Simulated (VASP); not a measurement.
# Ti12B (a cell with a defect) in VASP: a series of runs

Runs on Ti12B (a cell with a defect). Level: PBE. Tasks: single point.

Program: VASP 6.6.1. These are calculated values, not measurements. Logs are shortened: lines on timing, memory, paths and dates and some standing lists are left out, and cuts for length are marked.

### 1 The cell of the first run

The cell holds a defect, 13 atoms: a = 5.900 Å, b = 8.850 Å, c = 4.685 Å, α = 90.00°, β = 90.00°, γ = 120.00°.

### 2 Single point, PBE

Input file INCAR:

```
ALGO = Normal ; EDIFF = 1E-6
ENCUT = 520 ; GGA = PE
ISIF = 2 ; ISMEAR = -1
LASPH = True ; LCHARG = False
LREAL = False ; LWAVE = False
NBANDS = 86 ; NELM = 100
PREC = Accurate ; SIGMA = 0.1
```

Input file KPOINTS:

```
k-points
0
Gamma
  4 3 5
```

Input file POSCAR:

```
Ti12B
1.0
    5.9000000000      0.0000000000      0.0000000000
   -4.4250000000      7.6643250000      0.0000000000
    0.0000000000      0.0000000000      4.6846000000
Ti B
12 1
Direct
   -0.0010138363     -0.0004168665     -0.0260346668
    0.1639228575      0.2194460699      0.4661644537
    0.0188187897      0.3491375953     -0.0401127097
    0.2062813742      0.5557216063      0.4792462537
    0.1122678827      0.7028629397     -0.0258485250
    0.1800775949      0.9070433469      0.4793337745
    0.5279322505      0.0170599498     -0.0198413952
    0.6878406876      0.2285753801      0.4698454511
    0.4835275308      0.3141171597     -0.0356856509
    0.7099674932      0.5688746237      0.5604256500
    0.5749399076      0.6590405548      0.0498680784
    0.6559784520      0.8860562411      0.4942940699
   -0.1631759534      0.4781527401      1.2101257311
```

Potentials or basis: VASP PAW PBE potentials, release 64 (Ti_sv, B).

The run is started by

```bash
$ cat potpaw_PBE.64/Ti_sv/POTCAR potpaw_PBE.64/B/POTCAR > POTCAR
$ mpirun -np 1 vasp_std > vasp.out
```

OUTCAR:

```text
EDIFF = 1E-6
   ENCUT = 520
   GGA = PE
   ISIF = 2
   ISMEAR = -1
   LASPH = True
   LREAL = False
   NELM = 100
   PREC = Accurate

 ion  position               nearest neighbor table
   1  0.999  1.000  0.974-  11 2.82   9 2.82   6 2.84  12 2.85   2 2.86   7 2.86   6 2.88   2 2.92

   2  0.164  0.219  0.466-   6 2.81   8 2.85   9 2.85   1 2.86   4 2.86   9 2.86   3 2.90   1 2.92

   3  0.019  0.349  0.960-  13 2.25   4 2.76   8 2.85   5 2.90   2 2.90   4 2.91   9 2.91   7 2.92

   4  0.206  0.556  0.479-  13 2.31   3 2.76  11 2.76  12 2.80   5 2.85   2 2.86   5 2.89   3 2.91

   5  0.112  0.703  0.974-  13 2.14   7 2.63  10 2.83   6 2.84   4 2.85   6 2.88   4 2.89   3 2.90

   6  0.180  0.907  0.479-   2 2.81   1 2.84   5 2.84   1 2.88   5 2.88  12 2.91  10 2.91
   7  0.528  0.017  0.980-   5 2.63   9 2.77   8 2.81  12 2.82   1 2.86   8 2.89   3 2.92
   8  0.688  0.229  0.470-  13 2.28   7 2.81   2 2.85   3 2.85   9 2.88   7 2.89
   9  0.484  0.314  0.964-  13 2.18  10 2.73   7 2.77   1 2.82  11 2.85   2 2.85   2 2.86   8 2.88
                             3 2.91
  10  0.710  0.569  0.560-  13 2.12  11 2.68   9 2.73  11 2.76   5 2.83   6 2.91
  11  0.575  0.659  0.050-  10 2.68   4 2.76  10 2.76  12 2.76   1 2.82   9 2.85
  12  0.656  0.886  0.494-  11 2.76   4 2.80   7 2.82   1 2.85   6 2.91
  13  0.837  0.478  0.210-  10 2.12   5 2.14   9 2.18   3 2.25   8 2.28   4 2.31

  LATTYP: Found a simple monoclinic cell.
 ALAT       =     5.9000000000
 B/A-ratio  =     0.7940000000
 C/A-ratio  =     1.3228756849
 COS(beta)  =    -0.1889822323

  Lattice vectors:

 A1 = (   5.9000000000,   0.0000000000,   0.0000000000)
 A2 = (   0.0000000000,   0.0000000000,   4.6846000000)
 A3 = (  -1.4750000000,  -7.6643250000,   0.0000000000)

Analysis of symmetry for initial positions (statically):
=====================================================================
 Subroutine PRICEL returns:
 Original cell was already a primitive cell.

 Routine SETGRP: Setting up the symmetry group for a
 simple monoclinic supercell.

 Subroutine GETGRP returns: Found  1 space group operations
 (whereof  1 operations were pure point group operations)
 out of a pool of  4 trial point group operations.

The static configuration has the point symmetry C_1 .

Analysis of symmetry for dynamics (positions and initial velocities):
=====================================================================
 Subroutine PRICEL returns:
 Original cell was already a primitive cell.

 Routine SETGRP: Setting up the symmetry group for a
 simple monoclinic supercell.

 Subroutine GETGRP returns: Found  1 space group operations
 (whereof  1 operations were pure point group operations)
 out of a pool of  4 trial point group operations.

The dynamic configuration has the point symmetry C_1 .

 Subroutine INISYM returns: Found  1 space group operations
 (whereof  1 operations are pure point group operations),
 and found     1 'primitive' translations

----------------------------------------------------------------------------------------

                                     Primitive cell

  volume of cell :     211.8354

  direct lattice vectors                    reciprocal lattice vectors
     5.900000000  0.000000000  0.000000000     0.169491525  0.097855976  0.000000000
    -4.425000000  7.664325000  0.000000000     0.000000000  0.130474634  0.000000000
     0.000000000  0.000000000  4.684600000     0.000000000  0.000000000  0.213465397

  length of vectors
     5.900000000  8.850000153  4.684600000     0.195711955  0.130474634  0.213465397

  position of ions in fractional coordinates (direct lattice)
     0.998986164  0.999583134  0.973965333
     0.163922857  0.219446070  0.466164454
     0.018818790  0.349137595  0.959887290
     0.206281374  0.555721606  0.479246254
     0.112267883  0.702862940  0.974151475
     0.180077595  0.907043347  0.479333774
     0.527932251  0.017059950  0.980158605
     0.687840688  0.228575380  0.469845451
     0.483527531  0.314117160  0.964314349
     0.709967493  0.568874624  0.560425650
     0.574939908  0.659040555  0.049868078
     0.655978452  0.886056241  0.494294070
     0.836824047  0.478152740  0.210125731

  ion indices of the primitive-cell ions
   primitive index   ion index
                 1           1
                 2           2
                 3           3
                 4           4
                 5           5
                 6           6
                 7           7
                 8           8
                 9           9
                10          10
                11          11
                12          12
                13          13

----------------------------------------------------------------------------------------

 KPOINTS: k-points

Automatic generation of k-mesh.
 Grid dimensions read from file:
 generate k-points for:    4    3    5

 Generating k-lattice:

  Cartesian coordinates                     Fractional coordinates (reciprocal lattice)
     0.042372881  0.024463994  0.000000000     0.250000000  0.000000000  0.000000000
     0.000000000  0.043491545  0.000000000     0.000000000  0.333333333  0.000000000
     0.000000000  0.000000000  0.042693079     0.000000000  0.000000000  0.200000000

  Length of vectors
     0.048927989  0.043491545  0.042693079

  Shift w.r.t. Gamma in fractional coordinates (k-lattice)
     0.000000000  0.000000000  0.000000000

 Subroutine IBZKPT returns following result:
 ===========================================

 Found     31 irreducible k-points:

 Following reciprocal coordinates:
            Coordinates               Weight
  0.000000  0.000000  0.000000      1.000000
  0.250000  0.000000  0.000000      2.000000
  0.500000  0.000000  0.000000      1.000000
  0.000000  0.333333  0.000000      2.000000
  0.250000  0.333333  0.000000      2.000000
  0.500000  0.333333  0.000000      2.000000
[... 16 lines left out ...]
  0.500000  0.000000  0.400000      2.000000
  0.000000  0.333333  0.400000      2.000000
 [... further k-points ...]
   k-points           NKPTS =     31   k-points in BZ     NKDIM =     31   number of bands    NBANDS=     86
   number of dos      NEDOS =    301   number of ions     NIONS =     13
   total plane-waves  NPLWV = 120960
   dimension x,y,z NGX =    48 NGY =   70 NGZ =   36
   dimension x,y,z NGXF=    96 NGYF=  140 NGZF=   72
   ions per type =              12   1
   NGX,Y,Z   is equivalent  to a cutoff of  13.53, 13.15, 12.78 a.u.
   NGXF,Y,Z  is equivalent  to a cutoff of  27.05, 26.30, 25.55 a.u.
 SYSTEM =  unknown system
   PREC   = accura    normal or accurate (medium, high low for compatibility)
   ISTART =      0    job   : 0-new  1-cont  2-samecut
   ICHARG =      2    charge: 1-file 2-atom 10-const
   ISPIN  =      1    spin polarized calculation?
   LNONCOLLINEAR =      F non collinear calculations
   LSORBIT =      F    spin-orbit coupling
   LASPH  =      T    aspherical Exc in radial PAW
   ENCUT  =  520.0 eV  38.22 Ry    6.18 a.u.  10.97 16.46  8.71*2*pi/ulx,y,z
   NELM   =    100;   NELMIN=  2; NELMDL= -5     # of ELM steps
   EDIFF  = 0.1E-05   stopping-criterion for ELM
   LREAL  =      F    real-space projection
   EDIFFG = 0.1E-04   stopping-criterion for IOM
   NSW    =      0    number of steps for IOM
   IBRION =     -1    ionic relax: 0-MD 1-quasi-New 2-CG
   NFREE  =      0    steps in history (QN), initial steepest desc. (CG)
   ISIF   =      2    stress and relaxation
   ISYM   =      2    0-nonsym 1-usesym 2-fastsym
   POTIM  = 0.5000    time-step for ionic-motion
   TEBEG  =    0.0;   TEEND  =   0.0 temperature during run
   PSTRESS=    0.0 pullay stress
   NELECT =     147.0000    total number of electrons
   NUPDOWN=      -1.0000    fix difference up-down
   EMIN   =  10.00;   EMAX   =-10.00  energy-range for DOS
   EFERMI =   0.00;   METHOD = LEGACY
   ISMEAR =    -1;   SIGMA  =   0.10  broadening in eV -4-tet -1-fermi 0-gaus
   EFERMI_NEDOS =   21; number of points for ismear=-14 and -15
   IALGO  =     38    algorithm
   IMIX   =      4    mixing-type and parameters
     AMIX     =   0.40;   BMIX     =  1.00
     AMIX_MAG =   1.60;   BMIX_MAG =  1.00
  volume/ion in A,a.u.               =      16.30       109.96
  Fermi-wavevector in a.u.,A,eV,Ry     =   1.449376  2.738924 28.581642  2.100691
  Thomas-Fermi vector in A             =   2.567110
   LORBIT       =      0    0 simple, 1 ext, 2 COOP (PROOUT), +10 PAW based schemes
   GGA     = PE    functional components
   LHFCALC =     F    Hartree Fock is set to
   AEXX    =    0.0000 exact exchange contribution
   IVDW    =     0    specifies the selected vdW correction
   LEPSILON=     F    determine dielectric tensor
   LRPA    =     F    only Hartree local field effects (RPA)
 non-spin polarized calculation
  energy-cutoff  :      520.00
  volume of cell :      211.84
 maximum number of plane-waves:      5724
 NGX is ok and might be reduce to    48
   NGX = 21   NGY = 33   NGZ = 17

 number of electron     147.0000007 magnetization

 Free energy of the ion-electron system (eV)
  ---------------------------------------------------
  ext. energy  EPLUGINS =         0.00000000
  ---------------------------------------------------
  free energy    TOTEN  =      -100.97905489 eV

  energy without entropy =     -100.45255378  energy(sigma->0) =     -100.71580434

 E-fermi :   8.2414     XC(G=0): -11.5842

 val. band max:        8.2406643353   @ k =   0.5000   0.3333   0.4000
 cond. band min:       8.2498127651   @ k =   0.0000  -0.3333   0.4000
 fundamental gap:      0.0091484298
 Fermi energy:         8.2414443961

 k-point     1 :       0.0000    0.0000    0.0000
  band No.  band energies     occupation
      1     -48.4558      2.00000
      2     -48.3874      2.00000
      3     -48.3635      2.00000
      4     -48.3553      2.00000
      5     -48.3316      2.00000
      6     -48.3118      2.00000
[... 2101 lines left out ...]
     84       9.3704      0.00003
     85       9.4661      0.00001

 [... further k-points ...]

 [bands above 85 left out]

------------------------ aborting loop because EDIFF is reached ----------------------------------------

  FORCE on cell =-STRESS in cart. coord.  units (eV):
  Direction    XX          YY          ZZ          XY          YZ          ZX
  --------------------------------------------------------------------------------------
  -------------------------------------------------------------------------------------
  Total        0.5360796      4.0309242      4.9441406      0.2460127      1.4003307     -2.3359862
  in kB        4.0545387     30.4871463     37.3940889      1.8606715     10.5911411    -17.6677973
  external PRESSURE =      23.9785913 kB  Pullay stress =       0.0000000 kB

 VOLUME and BASIS-vectors are now :
 -----------------------------------------------------------------------------
  energy-cutoff  :      520.00
  volume of cell :      211.84
      direct lattice vectors                 reciprocal lattice vectors
     5.900000000  0.000000000  0.000000000     0.169491525  0.097855976  0.000000000
    -4.425000000  7.664325000  0.000000000     0.000000000  0.130474634  0.000000000
     0.000000000  0.000000000  4.684600000     0.000000000  0.000000000  0.213465397

 POSITION                                       TOTAL-FORCE (eV/Angst)
 -----------------------------------------------------------------------------------
      1.47086      7.66113      4.56264         0.028018      0.012859     -0.009208
     -0.00390      1.68191      2.18379         0.035257      0.029612     -0.006850
     -1.43390      2.67590      4.49669         0.025649     -0.002717      0.001750
     -1.24201      4.25923      2.24508        -0.037789      0.032575      0.011970
     -2.44779      5.38697      4.56351        -0.090234     -0.035481     -0.024524
     -2.95121      6.95187      2.24549         0.017923     -0.007920     -0.013876
      3.03931      0.13075      4.59165         0.023221     -0.029276     -0.012610
      3.04681      1.75188      2.20104         0.019891     -0.021442      0.010590
      1.46284      2.40750      4.51743         0.042517      0.006360     -0.014717
      1.67154      4.36004      2.62537        -0.076546      0.011649     -0.007559
      0.47589      5.05110      0.23361        -0.042864      0.013991     -0.002392
     -0.05053      6.79102      2.31557         0.032177      0.031882     -0.007832
      2.82144      3.66472      0.98435         0.022780     -0.042091      0.075257
 -----------------------------------------------------------------------------------
    total drift:                               -0.000351      0.000203     -0.000010

  FREE ENERGIE OF THE ION-ELECTRON SYSTEM (eV)
  ---------------------------------------------------
  free  energy   TOTEN  =      -100.9790548868 eV

  energy  without entropy=     -100.4525537841  energy(sigma->0) =     -100.71580434
```

It took 18 min on 1 thread of Intel Xeon Platinum 8259CL at 2.50GHz (Skylake/Cascade Lake), shared host; peak memory 0.57 GiB.

Results:

| Property | Result |
| --- | --- |
| Free energy | -100.9791 eV |
| Pressure | 2.4 GPa |
| Largest force | 0.100 eV/Å |
| Band gap on the k mesh | zero (an odd number of electrons rules out a gap without spin polarisation) |

Forces on the atoms (eV/Å):
```
Ti   0.028  0.013 -0.009
Ti   0.035  0.030 -0.007
Ti   0.026 -0.003  0.002
Ti  -0.038  0.033  0.012
Ti  -0.090 -0.035 -0.025
Ti   0.018 -0.008 -0.014
Ti   0.023 -0.029 -0.013
Ti   0.020 -0.021  0.011
Ti   0.043  0.006 -0.015
Ti  -0.077  0.012 -0.008
Ti  -0.043  0.014 -0.002
Ti   0.032  0.032 -0.008
B    0.023 -0.042  0.075
```

Stress tensor (GPa, compression positive):
```
 0.41  0.19 -1.77
 0.19  3.05  1.06
-1.77  1.06  3.74
```

Levels at points of the mesh, in eV from the Fermi level:
```tsv
k point	band 70	band 71	band 72	band 73	band 74	band 75	band 76	band 77	band 78	band 79
(0.00, 0.00, 0.00)	-0.57	-0.41	-0.19	-0.08	0.38	0.44	0.49	0.59	0.64	0.69
(0.50, 0.00, 0.00)	-0.69	-0.56	-0.38	-0.34	-0.16	0.09	0.29	0.35	0.60	0.64
```

(Part 1 of 2 ends here.)
